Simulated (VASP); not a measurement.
Input of a VASP 6.6.1 run:

INCAR

```
SYSTEM = ReP
PREC = Accurate
ENCUT = 560
EDIFF = 1E-6
ISMEAR = 0
SIGMA = 0.05
LREAL = .FALSE.
LASPH = .TRUE.
NELM = 120
ALGO = Normal
ISIF = 2
LWAVE = .FALSE.
LCHARG = .TRUE.
GGA = PS
LELF = .TRUE.
LVHAR = .TRUE.
NBANDS = 17
GGA_COMPAT = .FALSE.
```

File KPOINTS:

```
regular mesh
0
G
  12 12 12
  0 0 0
```

POSCAR

```
ReP
1.0
    0.0000000000      2.4579799456      2.4579799456
    2.4579799456      0.0000000000      2.4579799456
    2.4579799456      2.4579799456      0.0000000000
Re P
1 1
Direct
    0.5000000000      0.5000000000      0.5000000000
    0.0000000000      0.0000000000      0.0000000000
```

Potentials or basis: VASP PAW PBE potentials, release 64 (Re_sv_GW, P).

Launch:

```sh
$ cat potpaw_PBE.64/Re_sv_GW/POTCAR potpaw_PBE.64/P/POTCAR > POTCAR
$ mpirun -np 1 vasp_std > vasp.out
```

(1) What does it give for the band gap on the k mesh?

(2) Estimate the pressure.

## Answers

(1) zero (bands 10 and 11 overlap by 0.81 eV).

(2) -7.0 GPa.

Caveat: the cell stands under tension; the PAW data sets were made with another functional, which shifts forces and pressure a little; spin-orbit coupling is left out, which moves the levels of the heavy elements.
